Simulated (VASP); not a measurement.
A run of VASP 6.6.1:

The input INCAR:

```
PREC = Accurate ; ENCUT = 520
EDIFF = 1E-6 ; ISMEAR = -1
SIGMA = 0.1 ; LREAL = False
LASPH = True ; NELM = 100
ALGO = Normal ; ISIF = 2
LWAVE = False ; LCHARG = True
GGA = PS ; LELF = True
LVHAR = True ; NBANDS = 12
```

File KPOINTS:

```
regular mesh
0
Gamma
  12 12 7
```

POSCAR

```
Sb
1.0
    3.3151258720      0.0000000000      0.0000000000
   -1.6575629360      2.8709832219      0.0000000000
    0.0000000000      0.0000000000      5.4817690713
Sb
2
Direct
    0.3333333333      0.6666666667      0.2500000000
    0.6666666667      0.3333333333      0.7500000000
```

Potentials or basis: VASP PAW PBE potentials, release 64 (Sb).

The run is started by

```console
$ cat potpaw_PBE.64/Sb/POTCAR > POTCAR
$ mpirun -np 1 vasp_std > vasp.out
```

Hardware: 1 thread of AMD EPYC 9R45 96-Core Processor (Zen 5) (shared host).

Q: Estimate the wall time of this run.

A: Wall time 18 s on 1 thread of AMD EPYC 9R45 96-Core Processor (Zen 5), with other jobs on the host, peak memory 0.16 GiB. Counts: scf iterations 9, k points 76.
